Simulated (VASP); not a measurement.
# RuAu (Pm-3m) in VASP: settings compared

Aim: see how the results for RuAu move with the level of theory and the settings. Levels: PBEsol, PBE. Tasks: single point.

All numbers are computed with VASP 6.6.1; they aren't measurements. Logs are shortened: lines on timing, memory, paths and dates and some standing lists are left out, and cuts for length are marked.

### Step 1. The cell of the first run

The structure is cubic, space group Pm-3m (No. 221). Conventional cell: a = 3.101 Å, b = 3.101 Å, c = 3.101 Å, α = 90.00°, β = 90.00°, γ = 90.00°. Ru (site symmetry m-3m) has 8 Au at 2.69 Å and 6 Ru at 3.10 Å within 3.5 Å. Au (site symmetry m-3m) has 8 Ru at 2.69 Å and 6 Au at 3.10 Å within 3.5 Å.

### Step 2. Single point, PBEsol

INCAR reads:

```
PREC     = Accurate       # precision mode
ENCUT    = 500            # plane-wave cutoff, eV
EDIFF    = 1E-6           # SCF threshold, eV
ISMEAR   = -1             # smearing method
SIGMA    = 0.05           # smearing width, eV
LREAL    = F              # projectors in reciprocal space
LASPH    = T              # aspherical terms in the spheres
NELM     = 120            # most SCF steps
ALGO     = Normal         # electronic algorithm
ISIF     = 2              # what is computed and relaxed
LWAVE    = F              # write WAVECAR
LCHARG   = F              # write CHGCAR
GGA      = PS             # functional
NBANDS   = 20             # bands
GGA_COMPAT= F
```

KPOINTS reads:

```
Automatic mesh
0
Gamma
  8 8 8
```

POSCAR reads:

```
RuAu
1.0
    3.1014361841      0.0000000000      0.0000000000
    0.0000000000      3.1014361841      0.0000000000
    0.0000000000      0.0000000000      3.1014361841
Ru Au
1 1
Direct
    0.0000000000      0.0000000000      0.0000000000
    0.5000000000      0.5000000000      0.5000000000
```

Potentials or basis: VASP PAW PBE potentials, release 64 (Ru_pv, Au).

Started as:

```bash
$ cat potpaw_PBE.64/Ru_pv/POTCAR potpaw_PBE.64/Au/POTCAR > POTCAR
$ mpirun -np 1 vasp_std > vasp.out
```

OUTCAR:

```text
PREC = Accurate
   ENCUT = 500
   EDIFF = 1E-6
   ISMEAR = -1
   LREAL = F
   LASPH = T
   NELM = 120
   ISIF = 2
   GGA = PS

 ion  position               nearest neighbor table
   1  0.000  0.000  0.000-   2 2.69   2 2.69   2 2.69   2 2.69   2 2.69   2 2.69   2 2.69   2 2.69

   2  0.500  0.500  0.500-   1 2.69   1 2.69   1 2.69   1 2.69   1 2.69   1 2.69   1 2.69   1 2.69

  LATTYP: Found a simple cubic cell.
 ALAT       =     3.1014361841

  Lattice vectors:

 A1 = (   3.1014361841,   0.0000000000,   0.0000000000)
 A2 = (   0.0000000000,   3.1014361841,   0.0000000000)
 A3 = (   0.0000000000,   0.0000000000,   3.1014361841)

Analysis of symmetry for initial positions (statically):
=====================================================================
 Subroutine PRICEL returns:
 Original cell was already a primitive cell.

 Routine SETGRP: Setting up the symmetry group for a
 simple cubic supercell.

 Subroutine GETGRP returns: Found 48 space group operations
 (whereof 48 operations were pure point group operations)
 out of a pool of 48 trial point group operations.

The static configuration has the point symmetry O_h .

Analysis of symmetry for dynamics (positions and initial velocities):
=====================================================================
 Subroutine PRICEL returns:
 Original cell was already a primitive cell.

 Routine SETGRP: Setting up the symmetry group for a
 simple cubic supercell.

 Subroutine GETGRP returns: Found 48 space group operations
 (whereof 48 operations were pure point group operations)
 out of a pool of 48 trial point group operations.

The dynamic configuration has the point symmetry O_h .

 Subroutine INISYM returns: Found 48 space group operations
 (whereof 48 operations are pure point group operations),
 and found     1 'primitive' translations

----------------------------------------------------------------------------------------

                                     Primitive cell

  volume of cell :      29.8324

  direct lattice vectors                    reciprocal lattice vectors
     3.101436184  0.000000000  0.000000000     0.322431268  0.000000000  0.000000000
     0.000000000  3.101436184  0.000000000     0.000000000  0.322431268  0.000000000
     0.000000000  0.000000000  3.101436184     0.000000000  0.000000000  0.322431268

  length of vectors
     3.101436184  3.101436184  3.101436184     0.322431268  0.322431268  0.322431268

  position of ions in fractional coordinates (direct lattice)
[... 71 lines left out ...]
   ISTART =      0    job   : 0-new  1-cont  2-samecut
   ICHARG =      2    charge: 1-file 2-atom 10-const
   ISPIN  =      1    spin polarized calculation?
   LNONCOLLINEAR =      F non collinear calculations
   LSORBIT =      F    spin-orbit coupling
   LASPH  =      T    aspherical Exc in radial PAW
   ENCUT  =  500.0 eV  36.75 Ry    6.06 a.u.   5.65  5.65  5.65*2*pi/ulx,y,z
   NELM   =    120;   NELMIN=  2; NELMDL= -5     # of ELM steps
   EDIFF  = 0.1E-05   stopping-criterion for ELM
   LREAL  =      F    real-space projection
   EDIFFG = 0.1E-04   stopping-criterion for IOM
   NSW    =      0    number of steps for IOM
   IBRION =     -1    ionic relax: 0-MD 1-quasi-New 2-CG
   NFREE  =      0    steps in history (QN), initial steepest desc. (CG)
   ISIF   =      2    stress and relaxation
   ISYM   =      2    0-nonsym 1-usesym 2-fastsym
   POTIM  = 0.5000    time-step for ionic-motion
   TEBEG  =    0.0;   TEEND  =   0.0 temperature during run
   PSTRESS=    0.0 pullay stress
   NELECT =      25.0000    total number of electrons
   NUPDOWN=      -1.0000    fix difference up-down
   EMIN   =  10.00;   EMAX   =-10.00  energy-range for DOS
   EFERMI =   0.00;   METHOD = LEGACY
   ISMEAR =    -1;   SIGMA  =   0.05  broadening in eV -4-tet -1-fermi 0-gaus
   EFERMI_NEDOS =   21; number of points for ismear=-14 and -15
   IALGO  =     38    algorithm
   IMIX   =      4    mixing-type and parameters
     AMIX     =   0.40;   BMIX     =  1.00
     AMIX_MAG =   1.60;   BMIX_MAG =  1.00
  volume/ion in A,a.u.               =      14.92       100.66
  Fermi-wavevector in a.u.,A,eV,Ry     =   1.543448  2.916694 32.412228  2.382232
  Thomas-Fermi vector in A             =   2.649109
   LORBIT       =      0    0 simple, 1 ext, 2 COOP (PROOUT), +10 PAW based schemes
   GGA     = PS    functional components
   LHFCALC =     F    Hartree Fock is set to
   AEXX    =    0.0000 exact exchange contribution
   IVDW    =     0    specifies the selected vdW correction
   LEPSILON=     F    determine dielectric tensor
   LRPA    =     F    only Hartree local field effects (RPA)
 non-spin polarized calculation
  energy-cutoff  :      500.00
  volume of cell :       29.83
 maximum number of plane-waves:       772
 NGX is ok and might be reduce to    24
   NGX = 11   NGY = 11   NGZ = 11

 number of electron      25.0000000 magnetization

 Free energy of the ion-electron system (eV)
  ---------------------------------------------------
  ext. energy  EPLUGINS =         0.00000000
  ---------------------------------------------------
  free energy    TOTEN  =       -12.87336248 eV

  energy without entropy =      -12.84934370  energy(sigma->0) =      -12.86135309

 E-fermi :  11.2698     XC(G=0): -13.6954

 val. band max:       11.2556747637   @ k =   0.3750   0.1250   0.0000
 cond. band min:      11.3070083221   @ k =   0.5000   0.5000   0.0000
 fundamental gap:      0.0513335584
 Fermi energy:        11.2697506794

 k-point     1 :       0.0000    0.0000    0.0000
  band No.  band energies     occupation
      1     -31.2749      2.00000
      2     -31.2749      2.00000
      3     -31.2749      2.00000
      4       1.7329      2.00000
      5       4.1617      2.00000
      6       4.1617      2.00000
[... 541 lines left out ...]
     19      24.1413      0.00000
     20      24.6264      0.00000

 [... further k-points ...]
[... 5 lines left out ...]
  --------------------------------------------------------------------------------------
  -------------------------------------------------------------------------------------
  Total        0.8819725      0.8819725      0.8819725      0.0000000      0.0000000      0.0000000
  in kB       47.3671332     47.3671332     47.3671332      0.0000000      0.0000000      0.0000000
  external PRESSURE =      47.3671332 kB  Pullay stress =       0.0000000 kB

 VOLUME and BASIS-vectors are now :
 -----------------------------------------------------------------------------
  energy-cutoff  :      500.00
  volume of cell :       29.83
      direct lattice vectors                 reciprocal lattice vectors
     3.101436184  0.000000000  0.000000000     0.322431268  0.000000000  0.000000000
     0.000000000  3.101436184  0.000000000     0.000000000  0.322431268  0.000000000
     0.000000000  0.000000000  3.101436184     0.000000000  0.000000000  0.322431268

 POSITION                                       TOTAL-FORCE (eV/Angst)
 -----------------------------------------------------------------------------------
      0.00000      0.00000      0.00000         0.000000      0.000000      0.000000
      1.55072      1.55072      1.55072         0.000000      0.000000      0.000000
 -----------------------------------------------------------------------------------
    total drift:                                0.000000      0.000000     -0.000000

  FREE ENERGIE OF THE ION-ELECTRON SYSTEM (eV)
  ---------------------------------------------------
  free  energy   TOTEN  =       -12.8733624809 eV

  energy  without entropy=      -12.8493436956  energy(sigma->0) =      -12.86135309
```

OSZICAR:

```text
N       E                     dE             d eps       ncg     rms          rms(c)
DAV:   1     0.201859189940E+03    0.20186E+03   -0.13464E+04  1400   0.121E+03
DAV:   2    -0.101064944813E+02   -0.21197E+03   -0.20598E+03  1484   0.352E+02
DAV:   3    -0.141102511889E+02   -0.40038E+01   -0.39780E+01  1644   0.515E+01
DAV:   4    -0.141284724949E+02   -0.18221E-01   -0.18212E-01  1596   0.365E+00
DAV:   5    -0.141286399842E+02   -0.16749E-03   -0.16748E-03  1612   0.348E-01    0.166E+01
DAV:   6    -0.129916121702E+02    0.11370E+01   -0.24532E+00  1516   0.151E+01    0.889E+00
DAV:   7    -0.129408999708E+02    0.50712E-01   -0.86124E-01  1580   0.780E+00    0.335E+00
DAV:   8    -0.128792022509E+02    0.61698E-01   -0.22986E-01  1544   0.509E+00    0.271E+00
DAV:   9    -0.128739640387E+02    0.52382E-02   -0.10128E-02  1512   0.984E-01    0.437E-01
DAV:  10    -0.128733586321E+02    0.60541E-03   -0.19848E-03  1524   0.430E-01    0.438E-02
DAV:  11    -0.128733639781E+02   -0.53459E-05   -0.45488E-05  1632   0.552E-02    0.167E-02
DAV:  12    -0.128733624020E+02    0.15760E-05   -0.57196E-06  1584   0.246E-02    0.162E-03
DAV:  13    -0.128733624809E+02   -0.78895E-07   -0.15748E-07   872   0.329E-03
   1 F= -.12873362E+02 E0= -.12861353E+02  d E =-.240188E-01
```

stdout:

```text
POSCAR found type information on POSCAR RuAu
 POSCAR found :  2 types and       2 ions
 scaLAPACK will be used
 -----------------------------------------------------------------------------
|                                                                             |
|                                                                             |
|     You enforced a specific xc type in the INCAR file but a different       |
|     I HOPE YOU KNOW WHAT YOU ARE DOING!                                     |
|                                                                             |
 -----------------------------------------------------------------------------

 LDA part: xc-table for (Slater+PW92), standard interpolation
 POSCAR, INCAR and KPOINTS ok, starting setup
 FFT: planning ... GRIDC
 FFT: planning ... GRID_SOFT
 FFT: planning ... GRID
 WAVECAR not read
 entering main loop
```

It took 8.3 s on 1 thread of Intel Xeon Platinum 8559C (Emerald Rapids), shared host; peak memory 0.15 GiB.

Results:

* Free energy: -12.8734 eV
* Pressure: 4.7 GPa

Levels at points of the mesh, in eV from the Fermi level:
```
           k point  band 10  band 11  band 12  band 13  band 14  band 15
(0.00, 0.00, 0.00)    -1.22    -1.22     0.62     0.62     0.62     7.74
(0.50, 0.00, 0.00)    -3.20    -1.90    -1.90    -1.76    -0.58     1.51
(0.50, 0.50, 0.00)    -0.84     0.04     0.04     0.49     0.93     0.93
(0.50, 0.50, 0.50)    -2.80    -2.80     0.57     0.57     3.58     8.97
```

Caveat: the PAW data sets were made with another functional, which shifts forces and pressure a little; spin-orbit coupling is left out, which moves the levels of the heavy elements.

### Step 3. Single point, PBE

This run uses another cell than the first one, of 15.22 Å³/atom, 1.020 times its volume.

INCAR reads:

```
  PREC = Accurate
  ENCUT = 520
  EDIFF = 1E-6
  ISMEAR = -1
  SIGMA = 0.05
  LREAL = F
  LASPH = T
  NELM = 80
  ALGO = Normal
  ISIF = 2
  LWAVE = F
  LCHARG = T
  GGA = PE
  LELF = T
  LVHAR = T
  NBANDS = 20
```

KPOINTS is that of step 2.

POSCAR reads:

```
RuAu
1.0
    3.1220370540      0.0000000000      0.0000000000
    0.0000000000      3.1220370540      0.0000000000
    0.0000000000      0.0000000000      3.1220370540
Ru Au
1 1
Direct
    0.0000000000      0.0000000000      0.0000000000
    0.5000000000      0.5000000000      0.5000000000
```

Potentials or basis: VASP PAW PBE potentials, release 64 (Ru_pv, Au).

Started as:

```bash
$ cat potpaw_PBE.64/Ru_pv/POTCAR potpaw_PBE.64/Au/POTCAR > POTCAR
$ mpirun -np 1 vasp_std > vasp.out
```

Wall time 21 s (1 thread of Intel Xeon 8259CL, shared host); peak memory 0.15 GiB.

It converged, with:

```yaml
Free_energy: -11.2125 eV
Pressure: 9.6 GPa
```

Levels at points of the mesh, in eV from the Fermi level:
| k point | band 9 | band 10 | band 11 | band 12 | band 13 | band 14 | band 15 | band 16 |
| --- | --- | --- | --- | --- | --- | --- | --- | --- |
| (0.00, 0.00, 0.00) | -4.50 | -1.20 | -1.20 | 0.58 | 0.58 | 0.58 | 7.74 | 7.74 |
| (0.50, 0.00, 0.00) | -3.78 | -3.07 | -1.82 | -1.82 | -1.76 | -0.55 | 1.48 | 11.25 |
| (0.50, 0.50, 0.00) | -2.39 | -0.82 | 0.14 | 0.14 | 0.48 | 0.87 | 0.87 | 5.94 |
| (0.50, 0.50, 0.50) | -3.75 | -2.80 | -2.80 | 0.55 | 0.55 | 3.56 | 8.92 | 9.12 |

Caveat: spin-orbit coupling is left out, which moves the levels of the heavy elements.
